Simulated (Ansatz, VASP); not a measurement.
## One calculation of K, two programs

```xyz
1
Lattice="-2.6125 2.6125 2.6125 2.6125 -2.6125 2.6125 2.6125 2.6125 -2.6125" Properties=species:S:1:pos:R:3 pbc="T T T"
K     0.0000    0.0000    0.0000
```

Change from the starting cell: volume scaled by 1, PAW files.

Alike in both runs: task single point; functional PBEsol; k mesh 12 × 12 × 12; occupations fermi-dirac, width 0.05 eV; no spin polarisation.

|  | VASP | Ansatz |
| --- | --- | --- |
| version | VASP 6.6.1 | Ansatz 0.2.0 |
| potentials or method | VASP PAW PBE potentials, release 64 (K_sv) | PAW with Ansatz's default frozen-core files, scalar-relativistic |
| plane-wave cutoff (eV) | 520 | 420 |
| valence electrons in the cell | 9 | 9 |

|  | VASP | Ansatz | Ansatz less VASP |
| --- | --- | --- | --- |
| pressure (GPa) | 0.0 | 0.0 | +0.01 |

VASP's potentials were made for PBE, not for PBEsol.
